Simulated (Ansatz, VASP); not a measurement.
## C: VASP beside Ansatz

```
C
1.0
     0.00000    1.78581    1.78581
     1.78581    0.00000    1.78581
     1.78581    1.78581    0.00000
C
2
Direct
  0.75000 0.75000 0.75000
  0.50000 0.50000 0.50000
```

Alike in both runs: task single point; functional r2SCAN; k mesh 12 × 12 × 12; occupations fermi-dirac, width 0.1 eV; no spin polarisation.

|  | VASP | Ansatz |
| --- | --- | --- |
| version | VASP 6.6.1 | Ansatz 0.2.0 |
| potentials or method | VASP PAW PBE potentials, release 64 (C), cutoff 660 eV | PAW, plane waves, scalar-relativistic |
| valence electrons in the cell | 8 | 8 |

```csv
,VASP,Ansatz,Ansatz less VASP
pressure (GPa),-4.1,-4.2,-0.11
```

VASP's potentials were made for PBE, not for r2SCAN. The functional is the same, so the differences come from potentials, cutoffs and numerics.
